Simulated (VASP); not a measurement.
# Pt (I4/mmm) in VASP: further runs

Runs on Pt. Level: PBEsol. Tasks: single point.

Everything below comes from runs of VASP 6.6.1. Logs are shortened: lines on timing, memory, paths and dates and some standing lists are left out, and cuts for length are marked.

### 1 The cell of the first run

It takes space group I4/mmm (No. 139, tetragonal). The conventional cell has a = 3.263 Å, b = 3.263 Å, c = 3.073 Å, α = 90.00°, β = 90.00°, γ = 90.00°. Pt (site symmetry 4/mmm) has 14 Pt at 2.77 to 3.26 Å within 3.7 Å.

### 2 Single point, PBEsol (strain +0.030 along x and y, -0.030 along z)

INCAR reads:

```
SYSTEM = Pt
PREC     = Accurate       ! precision mode
ENCUT    = 520            ! plane-wave cutoff, eV
EDIFF    = 1E-6           ! SCF threshold, eV
ISMEAR   = 0              ! smearing method
SIGMA    = 0.15           ! smearing width, eV
LREAL    = .FALSE.        ! projectors in reciprocal space
LASPH    = .TRUE.         ! aspherical terms in the spheres
NELM     = 60             ! most SCF steps
ALGO     = Fast           ! electronic algorithm
ISIF     = 2              ! what is computed and relaxed
LWAVE    = .FALSE.        ! write WAVECAR
LCHARG   = .FALSE.        ! write CHGCAR
GGA      = PS             ! functional
NBANDS   = 11             ! bands
```

KPOINTS reads:

```
Automatic mesh
0
G
  22 22 22
  0 0 0
```

POSCAR reads:

```
Pt
1.0
   -1.6317466000      1.6317466000      1.5366934000
    1.6317466000     -1.6317466000      1.5366934000
    1.6317466000      1.6317466000     -1.5366934000
Pt
1
Direct
    0.0000000000      0.0000000000      0.0000000000
```

Potentials or basis: VASP PAW PBE potentials, release 64 (Pt).

On the command line:

```bash
$ cat potpaw_PBE.64/Pt/POTCAR > POTCAR
$ mpirun -np 1 vasp_std > vasp.out
```

OUTCAR:

```text
SYSTEM = Pt
   PREC = Accurate
   ENCUT = 520
   EDIFF = 1E-6
   ISMEAR = 0
   LREAL = .FALSE.
   LASPH = .TRUE.
   NELM = 60
   ISIF = 2
   GGA = PS

 ion  position               nearest neighbor table
   1  0.000  0.000  0.000-

  LATTYP: Found a body centered tetragonal cell.
 ALAT       =     3.2634932000
 C/A-ratio  =     0.9417475728

  Lattice vectors:

 A1 = (  -1.6317466000,   1.6317466000,   1.5366934000)
 A2 = (   1.6317466000,  -1.6317466000,   1.5366934000)
 A3 = (   1.6317466000,   1.6317466000,  -1.5366934000)

Analysis of symmetry for initial positions (statically):
=====================================================================
 Subroutine PRICEL returns:
 Original cell was already a primitive cell.

 Routine SETGRP: Setting up the symmetry group for a
 body centered tetragonal supercell.

 Subroutine GETGRP returns: Found 16 space group operations
 (whereof 16 operations were pure point group operations)
 out of a pool of 16 trial point group operations.

The static configuration has the point symmetry D_4h.

Analysis of symmetry for dynamics (positions and initial velocities):
=====================================================================
 Subroutine PRICEL returns:
 Original cell was already a primitive cell.

 Routine SETGRP: Setting up the symmetry group for a
 body centered tetragonal supercell.

 Subroutine GETGRP returns: Found 16 space group operations
 (whereof 16 operations were pure point group operations)
 out of a pool of 16 trial point group operations.

The dynamic configuration has the point symmetry D_4h.

 Subroutine INISYM returns: Found 16 space group operations
 (whereof 16 operations are pure point group operations),
 and found     1 'primitive' translations

----------------------------------------------------------------------------------------

                                     Primitive cell

  volume of cell :      16.3664

  direct lattice vectors                    reciprocal lattice vectors
    -1.631746600  1.631746600  1.536693400     0.000000000  0.306420127  0.325373949
     1.631746600 -1.631746600  1.536693400     0.306420127  0.000000000  0.325373949
     1.631746600  1.631746600 -1.536693400     0.306420127  0.306420127  0.000000000

  length of vectors
     2.772475525  2.772475525  2.772475525     0.446946866  0.446946866  0.433343499

  position of ions in fractional coordinates (direct lattice)
     0.000000000  0.000000000  0.000000000

  ion indices of the primitive-cell ions
   primitive index   ion index
                 1           1

----------------------------------------------------------------------------------------

 KPOINTS: Automatic mesh

Automatic generation of k-mesh.
 Grid dimensions read from file:
 generate k-points for:   22   22   22

 Generating k-lattice:

  Cartesian coordinates                     Fractional coordinates (reciprocal lattice)
     0.000000000  0.013928188  0.014789725     0.045454545  0.000000000 -0.000000000
     0.013928188  0.000000000  0.014789725     0.000000000  0.045454545 -0.000000000
     0.013928188  0.013928188  0.000000000     0.000000000  0.000000000  0.045454545

  Length of vectors
     0.020315767  0.020315767  0.019697432

  Shift w.r.t. Gamma in fractional coordinates (k-lattice)
     0.000000000  0.000000000  0.000000000

 Subroutine IBZKPT returns following result:
 ===========================================

 Found    834 irreducible k-points:

 Following reciprocal coordinates:
            Coordinates               Weight
  0.000000  0.000000  0.000000      1.000000
  0.045455  0.000000  0.000000      8.000000
  0.090909  0.000000  0.000000      8.000000
  0.136364  0.000000  0.000000      8.000000
  0.181818  0.000000  0.000000      8.000000
  0.227273  0.000000  0.000000      8.000000
[... 16 lines left out ...]
  0.500000  0.045455  0.000000     16.000000
 -0.454545  0.045455  0.000000     16.000000
 [... further k-points ...]
   k-points           NKPTS =    834   k-points in BZ     NKDIM =    834   number of bands    NBANDS=     11
   number of dos      NEDOS =    301   number of ions     NIONS =      1
   total plane-waves  NPLWV =  13824
   dimension x,y,z NGX =    24 NGY =   24 NGZ =   24
   dimension x,y,z NGXF=    48 NGYF=   48 NGZF=   48
   ions per type =               1
   NGX,Y,Z   is equivalent  to a cutoff of  14.39, 14.39, 14.39 a.u.
   NGXF,Y,Z  is equivalent  to a cutoff of  28.78, 28.78, 28.78 a.u.
 SYSTEM =  Pt
   PREC   = accura    normal or accurate (medium, high low for compatibility)
   ISTART =      0    job   : 0-new  1-cont  2-samecut
   ICHARG =      2    charge: 1-file 2-atom 10-const
   ISPIN  =      1    spin polarized calculation?
   LNONCOLLINEAR =      F non collinear calculations
   LSORBIT =      F    spin-orbit coupling
   LASPH  =      T    aspherical Exc in radial PAW
   ENCUT  =  520.0 eV  38.22 Ry    6.18 a.u.   5.15  5.15  5.15*2*pi/ulx,y,z
   NELM   =     60;   NELMIN=  2; NELMDL= -5     # of ELM steps
   EDIFF  = 0.1E-05   stopping-criterion for ELM
   LREAL  =      F    real-space projection
   EDIFFG = 0.1E-04   stopping-criterion for IOM
   NSW    =      0    number of steps for IOM
   IBRION =     -1    ionic relax: 0-MD 1-quasi-New 2-CG
   NFREE  =      0    steps in history (QN), initial steepest desc. (CG)
   ISIF   =      2    stress and relaxation
   ISYM   =      2    0-nonsym 1-usesym 2-fastsym
   POTIM  = 0.5000    time-step for ionic-motion
   TEBEG  =    0.0;   TEEND  =   0.0 temperature during run
   PSTRESS=    0.0 pullay stress
   NELECT =      10.0000    total number of electrons
   NUPDOWN=      -1.0000    fix difference up-down
   EMIN   =  10.00;   EMAX   =-10.00  energy-range for DOS
   EFERMI =   0.00;   METHOD = LEGACY
   ISMEAR =     0;   SIGMA  =   0.15  broadening in eV -4-tet -1-fermi 0-gaus
   EFERMI_NEDOS =   21; number of points for ismear=-14 and -15
   IALGO  =     68    algorithm
   IMIX   =      4    mixing-type and parameters
     AMIX     =   0.40;   BMIX     =  1.00
     AMIX_MAG =   1.60;   BMIX_MAG =  1.00
  volume/ion in A,a.u.               =      16.37       110.45
  Fermi-wavevector in a.u.,A,eV,Ry     =   1.389176  2.625162 26.256660  1.929810
  Thomas-Fermi vector in A             =   2.513232
   LORBIT       =      0    0 simple, 1 ext, 2 COOP (PROOUT), +10 PAW based schemes
   GGA     = PS    functional components
   LHFCALC =     F    Hartree Fock is set to
   AEXX    =    0.0000 exact exchange contribution
   IVDW    =     0    specifies the selected vdW correction
   LEPSILON=     F    determine dielectric tensor
   LRPA    =     F    only Hartree local field effects (RPA)
 non-spin polarized calculation
 RMM-DIIS sequential band-by-band and
 Gauss-broadening in eV      SIGMA  =   0.15
  energy-cutoff  :      520.00
  volume of cell :       16.37
 maximum number of plane-waves:       458
 NGX is ok and might be reduce to    24
   NGX = 11   NGY = 11   NGZ = 11

 number of electron      10.0000000 magnetization

 Free energy of the ion-electron system (eV)
  ---------------------------------------------------
  ext. energy  EPLUGINS =         0.00000000
  ---------------------------------------------------
  free energy    TOTEN  =        -6.80023891 eV

  energy without entropy =       -6.78623735  energy(sigma->0) =       -6.79323813

 E-fermi :   9.4051     XC(G=0): -13.1414

 val. band max:        9.4046518354   @ k =  -0.2727  -0.4091   0.0909
 cond. band min:       9.4051225797   @ k =  -0.2727   0.2727   0.2727
 fundamental gap:      0.0004707443
 Fermi energy:         9.4050565004

 k-point     1 :       0.0000    0.0000    0.0000
  band No.  band energies     occupation
      1       0.1981      2.00000
      2       5.7933      2.00000
      3       6.2898      2.00000
      4       6.2898      2.00000
      5       8.1128      2.00000
      6       8.7714      2.00000
      7      26.1157      0.00000
      8      26.1157      0.00000
      9      27.3108      0.00000
     10      35.3941      0.00000
     11      35.8225      0.00000

 k-point     2 :       0.0455    0.0000    0.0000
  band No.  band energies     occupation
      1       0.2817      2.00000
      2       5.8094      2.00000
      3       6.2858      2.00000
      4       6.3039      2.00000
      5       8.1139      2.00000
      6       8.7368      2.00000
      7      26.1882      0.00000
      8      26.2378      0.00000
      9      27.3185      0.00000
     10      34.1439      0.00000
     11      35.2014      0.00000

 k-point     3 :       0.0909    0.0000    0.0000
  band No.  band energies     occupation
      1       0.5285      2.00000
      2       5.8061      2.00000
      3       6.2696      2.00000
      4       6.4003      2.00000
      5       8.1187      2.00000
      6       8.6501      2.00000
      7      26.3635      0.00000
      8      26.5974      0.00000
      9      27.2763      0.00000
     10      32.8110      0.00000
     11      34.2942      0.00000

 k-point     4 :       0.1364    0.0000    0.0000
  band No.  band energies     occupation
      1       0.9245      2.00000
      2       5.7148      2.00000
      3       6.2331      2.00000
      4       6.6532      2.00000
      5       8.1311      2.00000
      6       8.5542      2.00000
      7      26.4996      0.00000
      8      26.9748      0.00000
      9      27.1752      0.00000
     10      31.8593      0.00000
     11      32.8041      0.00000

 k-point     5 :       0.1818    0.0000    0.0000
  band No.  band energies     occupation
      1       1.4405      2.00000
      2       5.5538      2.00000
      3       6.1824      2.00000
      4       7.0502      2.00000
      5       8.1585      2.00000
      6       8.4939      2.00000
      7      26.1431      0.00000
      8      26.3447      0.00000
      9      27.9394      0.00000
     10      31.3023      0.00000
     11      32.0318      0.00000
[... 211 lines left out ...]
 k-point    21 :       0.4091    0.0455    0.0000
  band No.  band energies     occupation
      1       3.2302      2.00000
      2       4.6660      2.00000
      3       8.0960      2.00000
      4       8.7864      2.00000
      5       9.1843      1.96260
      6      10.3905      0.00000
      7      16.6588      0.00000
      8      22.6551      0.00000
      9      24.7600      0.00000
     10      32.6481      0.00000
     11      33.2781      0.00000

 k-point    22 :       0.4545    0.0455    0.0000
  band No.  band energies     occupation
      1       3.2175      2.00000
      2       4.6176      2.00000
      3       8.2679      2.00000
      4       8.8613      2.00000
      5       9.5700      0.11983
      6      10.8081      0.00000
      7      15.6555      0.00000
      8      22.4365      0.00000
      9      24.3150      0.00000
     10      32.9992      0.00000
     11      33.4445      0.00000

 k-point    23 :       0.5000    0.0455    0.0000
  band No.  band energies     occupation
      1       3.2182      2.00000
      2       4.6197      2.00000
      3       8.3457      2.00000
      4       8.7355      2.00000
      5       9.5787      0.10167
      6      10.8085      0.00000
      7      15.6946      0.00000
      8      22.4444      0.00000
      9      24.3061      0.00000
     10      33.0852      0.00000
     11      33.3693      0.00000

 k-point    24 :      -0.4545    0.0455    0.0000
  band No.  band energies     occupation
      1       3.2315      2.00000
      2       4.6717      2.00000
      3       8.2983      2.00000
      4       8.4441      2.00000
      5       9.2214      1.91661
      6      10.4049      0.00000
      7      16.7480      0.00000
      8      22.6788      0.00000
      9      24.7323      0.00000
     10      32.7978      0.00000
     11      33.1058      0.00000

 [... further k-points ...]

------------------------ aborting loop because EDIFF is reached ----------------------------------------

  FORCE on cell =-STRESS in cart. coord.  units (eV):
  Direction    XX          YY          ZZ          XY          YZ          ZX
  --------------------------------------------------------------------------------------
  -------------------------------------------------------------------------------------
  Total       -1.5632570     -1.5632570     -2.1316452      0.0000000      0.0000000      0.0000000
  in kB     -153.0341384   -153.0341384   -208.6761718      0.0000000      0.0000000      0.0000000
  external PRESSURE =    -171.5814829 kB  Pullay stress =       0.0000000 kB

 VOLUME and BASIS-vectors are now :
 -----------------------------------------------------------------------------
  energy-cutoff  :      520.00
  volume of cell :       16.37
      direct lattice vectors                 reciprocal lattice vectors
    -1.631746600  1.631746600  1.536693400     0.000000000  0.306420127  0.325373949
     1.631746600 -1.631746600  1.536693400     0.306420127  0.000000000  0.325373949
     1.631746600  1.631746600 -1.536693400     0.306420127  0.306420127  0.000000000

 POSITION                                       TOTAL-FORCE (eV/Angst)
 -----------------------------------------------------------------------------------
      0.00000      0.00000      0.00000        -0.000000      0.000000      0.000000
 -----------------------------------------------------------------------------------
    total drift:                               -0.000000      0.000000     -0.000000

  FREE ENERGIE OF THE ION-ELECTRON SYSTEM (eV)
  ---------------------------------------------------
  free  energy   TOTEN  =        -6.8002389126 eV

  energy  without entropy=       -6.7862373528  energy(sigma->0) =       -6.79323813
```

Run time: 96 s. Hardware: 1 thread of AMD EPYC 9R45 (Zen 5), shared host; peak memory 0.24 GiB.

What came out:

- Free energy: -6.8002 eV
- Pressure: -17.2 GPa
- Band gap on the k mesh: zero (bands 5 and 6 overlap by 2.02 eV)

Levels at points of the mesh, in eV from the Fermi level:
```
           k point  band 3  band 4  band 5  band 6  band 7  band 8
(0.00, 0.00, 0.00)   -3.12   -3.12   -1.29   -0.63   16.71   16.71
(0.50, 0.00, 0.00)   -1.05   -0.38    0.45    0.98    6.15   12.99
(0.50, 0.50, 0.00)   -1.55   -0.79    0.07    0.90    5.64   13.72
(0.50, 0.50, 0.50)    0.43    0.43    0.60    6.95    6.95    8.75
```

Caveat: the cell differs from its parent crystal (strain +0.030 along x and y, -0.030 along z); the stress differs along the axes, from -21 to -15 GPa; the PAW data sets were made with another functional, which shifts forces and pressure a little; spin-orbit coupling is left out, which moves the levels of the heavy elements.

### 3 Single point, PBEsol (strain +0.030 along x and y, +0.000 along z)

INCAR reads:

```
ALGO = Fast ; EDIFF = 1E-6
ENCUT = 520 ; GGA = PS
ISIF = 2 ; ISMEAR = 0
LASPH = T ; LCHARG = T
LELF = T ; LREAL = F
LVHAR = T ; LWAVE = F
NBANDS = 11 ; NELM = 100
PREC = Accurate ; SIGMA = 0.15
```

KPOINTS reads:

```
k-points
0
Gamma
  22 22 22
```

POSCAR reads:

```
Pt
1.0
   -1.6317466000      1.6317466000      1.5842200000
    1.6317466000     -1.6317466000      1.5842200000
    1.6317466000      1.6317466000     -1.5842200000
Pt
1
Direct
    0.0000000000      0.0000000000      0.0000000000
```

Potentials or basis: VASP PAW PBE potentials, release 64 (Pt).

On the command line:

```bash
$ cat potpaw_PBE.64/Pt/POTCAR > POTCAR
$ mpirun -np 1 vasp_std > vasp.out
```

It took 98 s on 1 thread of AMD EPYC 9R45 (Zen 5), shared host; peak memory 0.24 GiB.

Results (log left out):

- Free energy: -6.7300 eV
- Pressure: -22.0 GPa
- Band gap on the k mesh: zero (bands 5 and 6 overlap by 1.92 eV)

Stress tensor (GPa, compression positive):
```
-21.14   0.00   0.00
  0.00 -21.14   0.00
  0.00   0.00 -23.68
```

Levels at points of the mesh, in eV from the Fermi level:
```csv
k point,band 3,band 4,band 5,band 6,band 7,band 8
"(0.00, 0.00, 0.00)",-3.06,-3.06,-1.02,-0.72,16.90,16.90
"(0.50, 0.00, 0.00)",-0.99,-0.51,0.48,0.94,5.82,13.09
"(0.50, 0.50, 0.00)",-1.25,-0.66,0.30,0.90,5.58,13.45
"(0.50, 0.50, 0.50)",0.44,0.44,0.52,7.19,7.19,8.06
```

Caveat: the cell differs from its parent crystal (strain +0.030 along x and y, +0.000 along z); the cell stands under tension; the PAW data sets were made with another functional, which shifts forces and pressure a little; spin-orbit coupling is left out, which moves the levels of the heavy elements.

### 4 Single point, PBEsol (strain -0.015 along x and y, -0.030 along z)

INCAR reads:

```
SYSTEM = Pt
PREC = Accurate
ENCUT = 520
EDIFF = 1E-7
ISMEAR = 0
SIGMA = 0.15
LREAL = .False.
LASPH = .True.
NELM = 100
ALGO = Normal
ISIF = 2
LWAVE = .False.
LCHARG = .False.
GGA = PS
NBANDS = 11
```

KPOINTS reads:

```
Automatic mesh
0
Gamma
  22 22 22
  0 0 0
```

POSCAR reads:

```
Pt
1.0
   -1.5604567000      1.5604567000      1.5366934000
    1.5604567000     -1.5604567000      1.5366934000
    1.5604567000      1.5604567000     -1.5366934000
Pt
1
Direct
    0.0000000000      0.0000000000      0.0000000000
```

On the command line:

```bash
$ cat potpaw_PBE.64/Pt/POTCAR > POTCAR
$ mpirun -np 1 vasp_std > vasp.out
```

Run time: 59 s. Hardware: 1 thread of AMD EPYC 9R45 (Zen 5), shared host; peak memory 0.21 GiB.

Results (log left out):

- Free energy: -6.8532 eV
- Pressure: 4.2 GPa
- Band gap on the k mesh: zero (bands 5 and 6 overlap by 2.32 eV)

Stress tensor (GPa, compression positive):
```
4.84 0.00 0.00
0.00 4.84 0.00
0.00 0.00 2.99
```

Levels at points of the mesh, in eV from the Fermi level:
| k point | band 1 | band 2 | band 3 | band 4 | band 5 | band 6 | band 7 | band 8 | band 9 | band 10 |
| --- | --- | --- | --- | --- | --- | --- | --- | --- | --- | --- |
| (0.00, 0.00, 0.00) | -10.11 | -3.86 | -3.72 | -3.72 | -1.14 | -0.96 | 16.98 | 16.98 | 17.29 | 27.69 |
| (0.50, 0.00, 0.00) | -7.10 | -5.37 | -1.19 | -0.64 | 0.09 | 1.21 | 6.81 | 13.20 | 16.17 | 24.45 |
| (0.50, 0.50, 0.00) | -7.12 | -5.22 | -1.36 | -0.73 | -0.02 | 1.18 | 6.67 | 13.37 | 16.55 | 24.06 |
| (0.50, 0.50, 0.50) | -6.61 | -6.61 | 0.61 | 0.61 | 0.65 | 7.60 | 7.60 | 8.07 | 13.54 | 19.65 |

Caveat: the cell differs from its parent crystal (strain -0.015 along x and y, -0.030 along z); the cell stands under pressure; the PAW data sets were made with another functional, which shifts forces and pressure a little; spin-orbit coupling is left out, which moves the levels of the heavy elements.

### 5 Summary

```csv
cell,gap on the mesh (eV),pressure (GPa)
"a = 2.772 Å, angles 107.9, 107.9, 112.7°, 1 atom",none,-17.2
"a = 2.799 Å, angles 108.7, 108.7, 111.1°, 1 atom",none,-22.0
"a = 2.689 Å, angles 109.1, 109.1, 110.3°, 1 atom",none,4.2
```

Alike in all rows: task single point; level PBEsol; potentials or basis VASP PAW PBE potentials, release 64 (Pt); no spin polarisation; k mesh 22 × 22 × 22; cutoff (eV) 520; smearing gaussian 0.15 eV.

Caveats: the PAW data sets were made with another functional, which shifts forces and pressure a little; spin-orbit coupling is left out, which moves the levels of the heavy elements; the stress differs along the axes, from -21 to -15 GPa (at least some runs); the cell stands under tension (at least some runs); the cell stands under pressure (at least some runs).

Total energies depend on the potentials used, so only differences within one code and one set of settings carry meaning.
